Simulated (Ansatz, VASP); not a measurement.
## One calculation of Ta2Al3, two programs

```
Ta Al
1.0
     4.36251    0.00000    0.00000
    -2.18126    3.77805    0.00000
     0.00000    0.00000    5.48227
Ta Al
2 3
Direct
  0.00000 0.00000 0.43198
  0.00000 0.00000 0.81360
  0.50000 0.00000 0.66387
  0.00000 0.50000 0.66387
  0.50000 0.50000 0.66387
```

Alike in both runs: task relaxation of cell and atoms; functional PBE; k mesh 6 × 6 × 4; occupations gaussian, width 0.1 eV; no spin polarisation.

```csv
,VASP,Ansatz
version,VASP 6.6.1,Ansatz 0.2.0
potentials or method,"VASP PAW PBE potentials, release 64 (Ta_sv_GW, Al), cutoff 500 eV","scalar-relativistic, plane waves, PAW"
valence electrons in the cell,35,35
```

```csv
,VASP,Ansatz,Ansatz less VASP
"gap on the k mesh at the Fermi level, each at its own relaxed structure (eV)",none,none,-
relaxed volume (Å³/atom),23.82,24.56,+0.747
relaxed cell length with the largest relative difference (Å),5.338,5.398,+0.0607
```

A gap of «none» marks a metal or a gap that the smearing closes.

Neither program's run includes spin-orbit coupling. Noted on VASP's run: the volume moved by over 15 % at a fixed basis, so the end points are rough.
